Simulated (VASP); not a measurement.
The system is Ga.

```
Ga
1.0
     0.00000    2.87445    2.87445
     2.87445    0.00000    2.87445
     2.87445    2.87445    0.00000
Ga
2
Cartesian
  -0.7186 -0.7186 -0.7186
  0.7186 0.7186 0.7186
```

This isn't the form of Ga at room conditions, which is orthorhombic.

* Program: VASP 6.6.1
* Task: relaxation of cell and atoms
* Functional: PBE
* Potentials or basis: VASP PAW PBE potentials, release 64 (Ga_d)
* Cutoff: 600 eV
* k mesh: 11 × 11 × 11
* Occupations: fermi-dirac, width 0.05 eV
* Spin: no spin polarisation

At the start: pressure 2.9 GPa; volume 23.75 Å³/atom.

Where does the relaxation end?

Over 4 steps the energy falls by 14.0 meV/atom and the volume is 25.47 Å³/atom (+7.3 %); space group Fd-3m (No. 227, to 0.1 Å) before and after.

The path:
| step | energy change (eV) | largest force (eV/Å) | pressure (GPa) | volume (Å³) |
| --- | --- | --- | --- | --- |
| 1 | 0.0000 | 0.0000 | 2.93 | 47.50 |
| 2 | -0.0278 | 0.0000 | 0.28 | 50.55 |
| 3 | -0.0280 | 0.0000 | -0.09 | 51.08 |
| 4 | -0.0281 | 0.0000 | -0.01 | 50.95 |

Final structure:
```xyz
2
Lattice="0.0000 2.9424 2.9424 2.9424 0.0000 2.9424 2.9424 2.9424 0.0000" Properties=species:S:1:pos:R:3 pbc="T T T"
Ga    5.1492    5.1492    5.1492
Ga    0.7356    0.7356    0.7356
```
